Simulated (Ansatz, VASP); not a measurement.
## Rb3N2 in VASP and in Ansatz

```
CELL_PARAMETERS angstrom
5.15509 0.00000 0.00000
0.00000 5.15509 0.00000
0.00000 0.00000 8.27125
ATOMIC_POSITIONS crystal
Rb 0.00000 0.00000 0.29773
Rb 0.00000 0.00000 0.70227
Rb 0.50000 0.50000 0.50000
N 0.00000 0.50000 0.50000
N 0.50000 0.00000 0.50000
```

Alike in both runs: functional PBE; k mesh 8 × 8 × 6; occupations gaussian, width 0.1 eV; no spin polarisation.

Ansatz relaxed the structure, and its values are those at the end. VASP's run is a single point on that final structure, the one shown.

```csv
,VASP,Ansatz
version,VASP 6.6.1,Ansatz 0.2.0
potentials or method,"VASP PAW PBE potentials, release 64 (Rb_sv, N), cutoff 520 eV","scalar-relativistic, plane waves, PAW"
valence electrons in the cell,37,37
```

```csv
,VASP,Ansatz,Ansatz less VASP
gap on the k mesh at the Fermi level (eV),none,none,-
pressure (GPa),0.1,0.0,-0.06
rms of the force components (eV/Å),0.005,0.001,-0.0042
```

A gap of «none» marks a metal or a gap that the smearing closes.
